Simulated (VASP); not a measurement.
Runs of VASP 6.6.1 on Bi. The structure is that of space group Im-3m (No. 229), or close to it. The cells are those of the table. 

```csv
cell,cutoff (eV),gap on the mesh (eV),pressure (GPa)
"a = 3.325 Å, angles 109.5°, 1 atom",520,none,4.1
"a = 3.325 Å, angles 109.5°, 1 atom",500,none,4.1
"a = 3.252 Å, angles 109.5°, 1 atom",520,none,10.1
"a = 3.289 Å, angles 109.5°, 1 atom",520,none,(b)
"a = 3.460 Å, angles 109.5°, 1 atom",520,none,-2.9
"a = 3.503 Å, angles 109.5°, 1 atom",520,none,-4.4
"a = 3.432 Å, angles 109.5°, 1 atom",500,none,(a)
"a = 3.360 Å, angles 109.5°, 1 atom",520,none,1.8
```

Alike in all rows: task single point; level PBE+D3(BJ); potentials or basis VASP PAW PBE potentials, release 64 (Bi_d); no spin polarisation; k mesh 16 × 16 × 16; smearing gaussian 0.1 eV.

Question: Fill in the values left out.

Answer: (a) -1.8; (b) 6.8.

Caveats: spin-orbit coupling is left out, which moves the levels of the heavy elements; pairwise dispersion overbinds metals, which lowers pressure and volume.

A k mesh can miss the band edges, and the runs leave out spin-orbit coupling on Bi.

A gap of «none» marks levels without a gap at the run's occupations.
